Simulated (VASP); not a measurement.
Wanted: the native input for a VASP 6.6.1 run.

```
Task                   : single point
Functional             : PBE
Potentials or basis    : VASP PAW PBE potentials, release 64 (Ti_sv)
Cutoff                 : 520 eV
k mesh                 : 14 × 14 × 14
Occupations            : gaussian, width 0.15 eV
Spin                   : no spin polarisation
Dipole correction      : no
Further INCAR settings : ALGO = Normal; EDIFF = 1e-07; NBANDS = 19
```

The structure of Ti lies in POSCAR:

```
Ti
1.0
    0.0000000000     -3.2552372153      0.0000000000
   -3.2552372153      0.0000000000      0.0000000000
    0.0000000000      0.0000000000     -3.2552372153
Ti
2
Direct
    0.5000000000      0.5000000000      0.5000000000
    0.0000000000      0.0000000000      0.0000000000
```

The input as run:

INCAR

```
  ALGO = Normal
  EDIFF = 1E-7
  ENCUT = 520
  GGA = PE
  ISIF = 2
  ISMEAR = 0
  LASPH = T
  LCHARG = T
  LELF = T
  LREAL = F
  LVHAR = T
  LWAVE = F
  NBANDS = 19
  NELM = 80
  PREC = Accurate
  SIGMA = 0.15
```

KPOINTS

```
k-points
0
Gamma
  14 14 14
```

Potentials or basis: VASP PAW PBE potentials, release 64 (Ti_sv).

Launch:

```sh
$ cat potpaw_PBE.64/Ti_sv/POTCAR > POTCAR
$ mpirun -np 1 vasp_std > vasp.out
```

It gave:

```
Pressure               : -0.1 GPa
Band gap on the k mesh : zero (band 12 reaches 9.16 eV, above the bottom of band 13 at 7.55 eV)
```

It took 27 s on 1 thread of Intel(R) Xeon(R) Platinum 8488C (Sapphire Rapids), on a shared host, peak memory 0.18 GiB.
